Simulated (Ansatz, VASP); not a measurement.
One calculation of WS2, two programs

INCAR

```
SYSTEM = WS2
  PREC = Accurate
  ENCUT = 520
  EDIFF = 1E-6
  ISMEAR = 0
  SIGMA = 0.05
  LREAL = .FALSE.
  LASPH = .TRUE.
  NELM = 100
  ALGO = Normal
  ISIF = 2
  LWAVE = .FALSE.
  LCHARG = .FALSE.
  GGA = PS
  NBANDS = 35
```

File KPOINTS:

```
regular mesh
0
G
  10 6 10
  0 0 0
```

Contents of POSCAR:

```
WS2
1.0
   -3.1476068045      0.0000000000      0.0000000000
    0.0000000000      5.4518149077      0.0000000000
    1.5738034023     -0.9086358179     -6.3704647422
W S
2 4
Direct
    0.5296004226      0.5003357568      0.0020145410
   -0.0275858816      0.0003357568      0.0020145410
    0.9048073794      0.6260184843      0.7561109058
    0.3513035264      0.1260184843      0.7561109058
    0.1509595504      0.7079957589      0.2479745532
    0.5970150028      0.2079957589      0.2479745532
```

Input for Ansatz:

```yaml
crystal:
  lattice:
    - [-3.1476068045, 0.0, 0.0]
    - [0.0, 5.4518149077, 0.0]
    - [1.5738034023, -0.9086358179, -6.3704647422]
  atoms:
    - { symbol: W, position: [0.5296004226, 0.5003357568, 0.002014541] }
    - { symbol: W, position: [-0.0275858816, 0.0003357568, 0.002014541] }
    - { symbol: S, position: [0.9048073794, 0.6260184843, 0.7561109058] }
    - { symbol: S, position: [0.3513035264, 0.1260184843, 0.7561109058] }
    - { symbol: S, position: [0.1509595504, 0.7079957589, 0.2479745532] }
    - { symbol: S, position: [0.5970150028, 0.2079957589, 0.2479745532] }
basis:
  ecutwfc: 420
kpoints:
  mp_grid: { grid: [10, 6, 10] }
hamiltonian:
  xc: pbesol
scf:
  occupations: { method: gaussian, width: 0.05 }
output:
  forces: true
  stress: true
  eigenvalues: true
  write_density: true
  write_potential: true
  elf: true
  volumetric_format: npy
```

Change from the starting cell: mode 4 (129.6 1/cm) frozen in, largest displacement +0.090 Å.

Alike in both runs: task single point; functional PBEsol; k mesh 10 × 6 × 10; occupations gaussian, width 0.05 eV; no spin polarisation.

```csv
,VASP,Ansatz
version,VASP 6.6.1,Ansatz 0.2.0
potentials or method,"VASP PAW PBE potentials, release 64 (W_sv, S), cutoff 520 eV","scalar-relativistic, plane waves, PAW"
valence electrons in the cell,52,52
```

```csv
,VASP,Ansatz,Ansatz less VASP
gap on the k mesh at the Fermi level (eV),1.10,1.09,-0.015
least direct gap on the mesh (eV),1.69,1.69,-0.002
pressure (GPa),0.1,0.0,-0.12
"traceless stress, the component that is largest in VASP (GPa)",0.43,0.44,+0.010
rms of the force components (eV/Å),0.349,0.349,+0.0002
```

VASP's potentials were made for PBE, not for PBEsol. Atom by atom the forces differ by 0.010 eV/Å (rms over components).

Spin-orbit coupling is off throughout.
